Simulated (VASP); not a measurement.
Input of a VASP 6.6.1 run:

Contents of INCAR:

```
SYSTEM = KTaO3
PREC = Accurate
ENCUT = 520
EDIFF = 1E-6
ISMEAR = -1
SIGMA = 0.05
LREAL = .FALSE.
LASPH = .TRUE.
NELM = 100
ALGO = Normal
ISIF = 2
LWAVE = .FALSE.
LCHARG = .FALSE.
GGA = PE
NBANDS = 27
```

Contents of KPOINTS:

```
regular mesh
0
G
  7 7 7
  0 0 0
```

File POSCAR:

```
KTaO3
1.0
    3.9615320794      0.0000000000      0.0000000000
    0.0000000000      3.9615320794      0.0000000000
    0.0000000000      0.0000000000      3.9615320794
Ta K O
1 1 3
Direct
    0.0000000000      0.0000000000      0.0000000000
    0.5000000000      0.5000000000      0.5000000000
    0.0000000000      0.0000000000      0.5000000000
    0.0000000000      0.5000000000      0.0000000000
    0.5000000000      0.0000000000      0.0000000000
```

Potentials or basis: VASP PAW PBE potentials, release 64 (Ta_pv, K_sv, O).

Launch:

```sh
$ cat potpaw_PBE.64/Ta_pv/POTCAR potpaw_PBE.64/K_sv/POTCAR potpaw_PBE.64/O/POTCAR > POTCAR
$ mpirun -np 1 vasp_std > vasp.out
```

Question: What does it give for the band gap on the k mesh?

Answer: 2.28 eV, indirect (least direct gap 2.83 eV).

Question: What does it give for the pressure?

Answer: 10.6 GPa.

Caveat: spin-orbit coupling is left out, which moves the levels of the heavy elements. A k mesh can miss the band edges.
